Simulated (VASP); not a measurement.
# P (P4/mmm) in VASP: single point with r2SCAN

Aim: the single point of P with r2SCAN.

Everything below comes from runs of VASP 6.6.1. Logs are shortened: lines on timing, memory, paths and dates and some standing lists are left out, and cuts for length are marked.

### 1 The cell of the first run

Symmetry: P4/mmm, No. 123, tetragonal system. The conventional cell has a = 4.145 Å, b = 4.145 Å, c = 4.444 Å, α = 90.00°, β = 90.00°, γ = 90.00°. Within 5.4 Å of P (site symmetry 4/mmm) lie 6 P at 4.14 to 4.44 Å.

### 2 Single point, r2SCAN (strain -0.030 along x and y, +0.015 along z)

Input file POSCAR:

```
P
1.0
    4.1447177117      0.0000000000      0.0000000000
    0.0000000000      4.1447177117      0.0000000000
    0.0000000000      0.0000000000      4.4436700000
P
1
Direct
    0.0000000000      0.0000000000      0.0000000000
```

Input file INCAR.step1:

```
PREC = Accurate ; ENCUT = 520
ISMEAR = 0 ; SIGMA = 0.15
LREAL = False ; LASPH = True
NELM = 60 ; NBANDS = 8
GGA = PE ; ALGO = Normal
EDIFF = 1E-4 ; LWAVE = True
LCHARG = False
```

Input file INCAR.step2:

```
PREC = Accurate ; ENCUT = 520
EDIFF = 1E-6 ; ISMEAR = 0
SIGMA = 0.15 ; LREAL = False
LASPH = True ; NELM = 60
ALGO = Normal ; ISIF = 2
LWAVE = False ; LCHARG = False
METAGGA = R2SCAN ; LMIXTAU = True
NBANDS = 8 ; ISTART = 1
```

Input file KPOINTS:

```
Automatic mesh
0
Gamma
  12 12 12
```

Potentials or basis: VASP PAW PBE potentials, release 64 (P).

Started as:

```
cat potpaw_PBE.64/P/POTCAR > POTCAR
cp INCAR.step1 INCAR
mpirun -np 1 vasp_std > vasp.out
cp INCAR.step2 INCAR
mpirun -np 1 vasp_std > vasp.out
```

OUTCAR:

```text
PREC = Accurate
   ENCUT = 520
   EDIFF = 1E-6
   ISMEAR = 0
   LREAL = False
   LASPH = True
   NELM = 60
   ISIF = 2
   METAGGA = R2SCAN
   ISTART = 1

 ion  position               nearest neighbor table
   1  0.000  0.000  0.000-

  LATTYP: Found a simple tetragonal cell.
 ALAT       =     4.1447177117
 C/A-ratio  =     1.0721285041

  Lattice vectors:

 A1 = (   4.1447177117,   0.0000000000,   0.0000000000)
 A2 = (   0.0000000000,   4.1447177117,   0.0000000000)
 A3 = (   0.0000000000,   0.0000000000,   4.4436700000)

Analysis of symmetry for initial positions (statically):
=====================================================================
 Subroutine PRICEL returns:
 Original cell was already a primitive cell.

 Routine SETGRP: Setting up the symmetry group for a
 simple tetragonal supercell.

 Subroutine GETGRP returns: Found 16 space group operations
 (whereof 16 operations were pure point group operations)
 out of a pool of 16 trial point group operations.

The static configuration has the point symmetry D_4h.

Analysis of symmetry for dynamics (positions and initial velocities):
=====================================================================
 Subroutine PRICEL returns:
 Original cell was already a primitive cell.

 Routine SETGRP: Setting up the symmetry group for a
 simple tetragonal supercell.

 Subroutine GETGRP returns: Found 16 space group operations
 (whereof 16 operations were pure point group operations)
 out of a pool of 16 trial point group operations.

The dynamic configuration has the point symmetry D_4h.

 Subroutine INISYM returns: Found 16 space group operations
 (whereof 16 operations are pure point group operations),
 and found     1 'primitive' translations

----------------------------------------------------------------------------------------

                                     Primitive cell

  volume of cell :      76.3364

  direct lattice vectors                    reciprocal lattice vectors
     4.144717712  0.000000000  0.000000000     0.241270955  0.000000000  0.000000000
     0.000000000  4.144717712  0.000000000     0.000000000  0.241270955  0.000000000
     0.000000000  0.000000000  4.443670000     0.000000000  0.000000000  0.225039213

  length of vectors
     4.144717712  4.144717712  4.443670000     0.241270955  0.241270955  0.225039213

  position of ions in fractional coordinates (direct lattice)
     0.000000000  0.000000000  0.000000000

  ion indices of the primitive-cell ions
   primitive index   ion index
                 1           1

----------------------------------------------------------------------------------------

 KPOINTS: Automatic mesh

Automatic generation of k-mesh.
 Grid dimensions read from file:
 generate k-points for:   12   12   12

 Generating k-lattice:

  Cartesian coordinates                     Fractional coordinates (reciprocal lattice)
     0.020105913  0.000000000  0.000000000     0.083333333  0.000000000  0.000000000
     0.000000000  0.020105913  0.000000000     0.000000000  0.083333333  0.000000000
     0.000000000  0.000000000  0.018753268     0.000000000  0.000000000  0.083333333

  Length of vectors
     0.020105913  0.020105913  0.018753268

  Shift w.r.t. Gamma in fractional coordinates (k-lattice)
     0.000000000  0.000000000  0.000000000

 Subroutine IBZKPT returns following result:
 ===========================================

 Found    196 irreducible k-points:

 Following reciprocal coordinates:
            Coordinates               Weight
  0.000000  0.000000  0.000000      1.000000
  0.083333  0.000000  0.000000      4.000000
  0.166667  0.000000  0.000000      4.000000
  0.250000  0.000000  0.000000      4.000000
  0.333333  0.000000  0.000000      4.000000
  0.416667  0.000000  0.000000      4.000000
[... 16 lines left out ...]
  0.333333  0.333333  0.000000      4.000000
  0.416667  0.333333  0.000000      8.000000
 [... further k-points ...]
   k-points           NKPTS =    196   k-points in BZ     NKDIM =    196   number of bands    NBANDS=      8
   number of dos      NEDOS =    301   number of ions     NIONS =      1
   total plane-waves  NPLWV =  36864
   dimension x,y,z NGX =    32 NGY =   32 NGZ =   36
   dimension x,y,z NGXF=    64 NGYF=   64 NGZF=   72
   ions per type =               1
   NGX,Y,Z   is equivalent  to a cutoff of  12.84, 12.84, 13.47 a.u.
   NGXF,Y,Z  is equivalent  to a cutoff of  25.67, 25.67, 26.94 a.u.
 SYSTEM =  unknown system
   PREC   = accura    normal or accurate (medium, high low for compatibility)
   ISTART =      1    job   : 0-new  1-cont  2-samecut
   ICHARG =      0    charge: 1-file 2-atom 10-const
   ISPIN  =      1    spin polarized calculation?
   LNONCOLLINEAR =      F non collinear calculations
   LSORBIT =      F    spin-orbit coupling
   LASPH  =      T    aspherical Exc in radial PAW
   ENCUT  =  520.0 eV  38.22 Ry    6.18 a.u.   7.71  7.71  8.26*2*pi/ulx,y,z
   NELM   =     60;   NELMIN=  2; NELMDL=  0     # of ELM steps
   EDIFF  = 0.1E-05   stopping-criterion for ELM
   LREAL  =      F    real-space projection
   EDIFFG = 0.1E-04   stopping-criterion for IOM
   NSW    =      0    number of steps for IOM
   IBRION =     -1    ionic relax: 0-MD 1-quasi-New 2-CG
   NFREE  =      0    steps in history (QN), initial steepest desc. (CG)
   ISIF   =      2    stress and relaxation
   ISYM   =      2    0-nonsym 1-usesym 2-fastsym
   POTIM  = 0.5000    time-step for ionic-motion
   TEBEG  =    0.0;   TEEND  =   0.0 temperature during run
   PSTRESS=    0.0 pullay stress
   NELECT =       5.0000    total number of electrons
   NUPDOWN=      -1.0000    fix difference up-down
   EMIN   =  10.00;   EMAX   =-10.00  energy-range for DOS
   EFERMI =   0.00;   METHOD = LEGACY
   ISMEAR =     0;   SIGMA  =   0.15  broadening in eV -4-tet -1-fermi 0-gaus
   EFERMI_NEDOS =   21; number of points for ismear=-14 and -15
   IALGO  =     38    algorithm
   IMIX   =      4    mixing-type and parameters
     AMIX     =   0.40;   BMIX     =  1.00
     AMIX_MAG =   1.60;   BMIX_MAG =  1.00
  volume/ion in A,a.u.               =      76.34       515.14
  Fermi-wavevector in a.u.,A,eV,Ry     =   0.659914  1.247057  5.925160  0.435487
  Thomas-Fermi vector in A             =   1.732199
   LORBIT       =      0    0 simple, 1 ext, 2 COOP (PROOUT), +10 PAW based schemes
   METAGGA = R2SCAN    functional components
   LHFCALC =     F    Hartree Fock is set to
   AEXX    =    0.0000 exact exchange contribution
   IVDW    =     0    specifies the selected vdW correction
   LEPSILON=     F    determine dielectric tensor
   LRPA    =     F    only Hartree local field effects (RPA)
 non-spin polarized calculation
 Gauss-broadening in eV      SIGMA  =   0.15
  energy-cutoff  :      520.00
  volume of cell :       76.34
 maximum number of plane-waves:      2076
 NGX is ok and might be reduce to    32
   NGX = 15   NGY = 15   NGZ = 17

 number of electron       5.0000001 magnetization

 Free energy of the ion-electron system (eV)
  ---------------------------------------------------
  ext. energy  EPLUGINS =         0.00000000
  ---------------------------------------------------
  free energy    TOTEN  =        -4.43303768 eV

  energy without entropy =       -4.39810279  energy(sigma->0) =       -4.41557023

 E-fermi :  -3.1075     XC(G=0):  -5.3385

 val. band max:       -3.1093193968   @ k =   0.2500   0.1667   0.4167
 cond. band min:      -3.1071990578   @ k =   0.2500   0.2500   0.1667
 fundamental gap:      0.0021203390
 Fermi energy:        -3.1074898592

 k-point     1 :       0.0000    0.0000    0.0000
  band No.  band energies     occupation
      1     -12.3422      2.00000
      2      -2.7468      0.00067
      3      -2.3989      0.00000
      4      -2.3989      0.00000
      5       1.9849      0.00000
      6       4.8942      0.00000
      7       5.1303      0.00000
      8       9.7970      0.00000

 k-point     2 :       0.0833    0.0000    0.0000
  band No.  band energies     occupation
      1     -12.3273      2.00000
      2      -2.7337      0.00043
      3      -2.5490      0.00000
      4      -2.3872      0.00000
      5       2.1100      0.00000
      6       4.9650      0.00000
      7       5.2551      0.00000
      8       9.1594      0.00000

 k-point     3 :       0.1667    0.0000    0.0000
  band No.  band energies     occupation
      1     -12.2859      2.00000
      2      -2.9175      0.07324
      3      -2.6975      0.00011
      4      -2.3549      0.00000
      5       2.4238      0.00000
      6       5.1184      0.00000
      7       5.6008      0.00000
      8       8.3892      0.00000

 k-point     4 :       0.2500    0.0000    0.0000
  band No.  band energies     occupation
      1     -12.2276      2.00000
      2      -3.3531      1.97943
      3      -2.6468      0.00001
      4      -2.3098      0.00000
      5       2.8359      0.00000
      6       5.3229      0.00000
      7       5.8828      0.00000
      8       7.7195      0.00000

 k-point     5 :       0.3333    0.0000    0.0000
  band No.  band energies     occupation
      1     -12.1673      2.00000
      2      -3.7371      2.00000
      3      -2.5946      0.00000
      4      -2.2635      0.00000
      5       3.3058      0.00000
      6       5.5528      0.00000
      7       5.7346      0.00000
      8       7.2051      0.00000
[... 177 lines left out ...]
 k-point    22 :       0.5000    0.2500    0.0000
  band No.  band energies     occupation
      1     -11.9978      2.00000
      2      -3.9152      2.00000
      3      -3.0515      0.59753
      4      -2.4524      0.00000
      5       3.9614      0.00000
      6       4.9514      0.00000
      7       7.0838      0.00000
      8       7.1211      0.00000

 k-point    23 :       0.3333    0.3333    0.0000
  band No.  band energies     occupation
      1     -12.0010      2.00000
      2      -3.5343      1.99994
      3      -3.4500      1.99876
      4      -2.4555      0.00000
      5       3.7199      0.00000
      6       5.0827      0.00000
      7       7.2477      0.00000
      8       7.5719      0.00000

 k-point    24 :       0.4167    0.3333    0.0000
  band No.  band energies     occupation
      1     -11.9578      2.00000
      2      -3.7383      2.00000
      3      -3.4248      1.99722
      4      -2.4198      0.00000
      5       3.5765      0.00000
      6       5.2429      0.00000
      7       7.3053      0.00000
      8       7.4277      0.00000

 [... further k-points ...]
[... 5 lines left out ...]
  --------------------------------------------------------------------------------------
  -------------------------------------------------------------------------------------
  Total       -2.2949253     -2.2949253     -1.6990729      0.0000000      0.0000000      0.0000000
  in kB      -48.1667580    -48.1667580    -35.6607837      0.0000000      0.0000000      0.0000000
  external PRESSURE =     -43.9980999 kB  Pullay stress =       0.0000000 kB

 VOLUME and BASIS-vectors are now :
 -----------------------------------------------------------------------------
  energy-cutoff  :      520.00
  volume of cell :       76.34
      direct lattice vectors                 reciprocal lattice vectors
     4.144717712  0.000000000  0.000000000     0.241270955  0.000000000  0.000000000
     0.000000000  4.144717712  0.000000000     0.000000000  0.241270955  0.000000000
     0.000000000  0.000000000  4.443670000     0.000000000  0.000000000  0.225039213

 POSITION                                       TOTAL-FORCE (eV/Angst)
 -----------------------------------------------------------------------------------
      0.00000      0.00000      0.00000         0.000000      0.000000      0.000000
 -----------------------------------------------------------------------------------
    total drift:                               -0.000000      0.000000      0.000000

  FREE ENERGIE OF THE ION-ELECTRON SYSTEM (eV)
  ---------------------------------------------------
  free  energy   TOTEN  =        -4.4330376793 eV

  energy  without entropy=       -4.3981027882  energy(sigma->0) =       -4.41557023
```

It took 8.7 min on 1 thread of Oxide Virtual Turin-like, shared host; peak memory 0.22 GiB.

What came out:

```
Free energy            : -4.4330 eV
Pressure               : -4.4 GPa
Band gap on the k mesh : zero (an odd number of electrons rules out a gap without spin polarisation)
```

Caveat: the cell differs from its parent crystal (strain -0.030 along x and y, +0.015 along z); the cell stands under tension; the nearest neighbours stand farther apart than a usual bond; the PAW data sets were made with another functional, which shifts forces and pressure a little; an odd number of electrons without spin polarisation forces a metal; a magnetic or distorted state may lie lower.
